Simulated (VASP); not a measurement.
Write the native input for VASP 6.6.1 that does the following.

```
Task                   : relaxation of cell and atoms
Functional             : PBE
Potentials or basis    : VASP PAW PBE potentials, release 64 (Zr_sv, H_h)
Cutoff                 : 910 eV
k mesh                 : 6 × 6 × 4
Occupations            : gaussian, width 0.1 eV
Spin                   : no spin polarisation
Dipole correction      : no
Further INCAR settings : ALGO = Normal; EDIFF = 1e-07; IBRION = 2; EDIFFG = -0.04; NSW = 90; ISIF = 3
```

The structure of ZrH4 lies in POSCAR:

```
ZrH4
1.0
    3.0987341800      0.0000000000      0.0000000000
    0.0000000000      3.3466329100      0.0000000000
    0.0000000000      0.0000000000      5.3671650300
Zr H
1 4
Direct
    0.0000000000      0.0000000000      0.0000000000
    0.0000000000      0.5000000000      0.6666666700
    0.5000000000      0.5000000000      0.1666666700
    0.5000000000      0.5000000000      0.8333333300
    0.0000000000      0.5000000000      0.3333333300
```

This cell differs from its parent crystal: atoms taken out.

These files were run (other wordings do the same):

INCAR

```
  ALGO = Normal
  EDIFF = 1E-7
  EDIFFG = -0.04
  ENCUT = 910
  GGA = PE
  GGA_COMPAT = F
  IBRION = 2
  ISIF = 3
  ISMEAR = 0
  LASPH = T
  LCHARG = F
  LREAL = F
  LWAVE = F
  NELM = 120
  NELMIN = 4
  NSW = 90
  PREC = Accurate
  SIGMA = 0.1
```

KPOINTS

```
k-points
0
Gamma
  6 6 4
```

Potentials or basis: VASP PAW PBE potentials, release 64 (Zr_sv, H_h).

Command:

```console
$ cat potpaw_PBE.64/Zr_sv/POTCAR potpaw_PBE.64/H_h/POTCAR > POTCAR
$ mpirun -np 1 vasp_std > vasp.out
```

Results of the run:

```yaml
Relaxed_volume: 9.68 Å³/atom
Relaxed_cell: a = 3.034 Å, b = 2.828 Å, c = 5.642 Å, α = 90.00°, β = 90.00°, γ = 90.00°
Space_group_after_relaxing_to_0.1_Å: Pmmm (No. 47)
Energy_gained_by_relaxing: 262.9 meV/atom
Ionic_steps: 28
Pressure_after_relaxing: 0.1 GPa
Largest_force_after_relaxing: 0.017 eV/Å
Band_gap_on_the_k_mesh: zero (bands 8 and 9 overlap by 2.20 eV)
```

Caveat: the cell differs from its parent crystal (atoms taken out); a cell axis changed by over 15 % at a fixed basis, so the end point is rough.

Wall time 22 min on 1 thread of Intel(R) Xeon(R) Platinum 8259CL CPU @ 2.50GHz (Skylake/Cascade Lake) (shared host), peak memory 0.29 GiB.
